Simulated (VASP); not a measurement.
Input of a VASP 6.6.1 run:

The input INCAR:

```
SYSTEM = Zn
  PREC = Accurate
  ENCUT = 520
  EDIFF = 1E-7
  ISMEAR = -1
  SIGMA = 0.1
  LREAL = .FALSE.
  LASPH = .TRUE.
  NELM = 100
  ALGO = Normal
  ISIF = 2
  LWAVE = .FALSE.
  LCHARG = .TRUE.
  GGA = B5
  ALDAX = 1.0
  AGGAX = 1.0
  AGGAC = 1.0
  ALDAC = 0.0
  LELF = .TRUE.
  LVHAR = .TRUE.
  NBANDS = 12
```

The input KPOINTS:

```
Automatic mesh
0
G
  15 15 15
  0 0 0
```

Contents of POSCAR:

```
Zn
1.0
   -1.6320057521      1.6320057521      1.6320057521
    1.6320057521     -1.6320057521      1.6320057521
    1.6320057521      1.6320057521     -1.6320057521
Zn
1
Direct
    0.0000000000      0.0000000000      0.0000000000
```

Potentials or basis: VASP PAW PBE potentials, release 64 (Zn).

Run with:

```console
$ cat potpaw_PBE.64/Zn/POTCAR > POTCAR
$ mpirun -np 1 vasp_std > vasp.out
```

Task: Predict the band gap on the k mesh.

Result: Zero (band 6 reaches 5.84 eV, above the bottom of band 7 at 1.50 eV).

Task: Estimate the pressure.

Result: 0.2 GPa.

Caveat: the PAW data sets were made with another functional, which shifts forces and pressure a little.
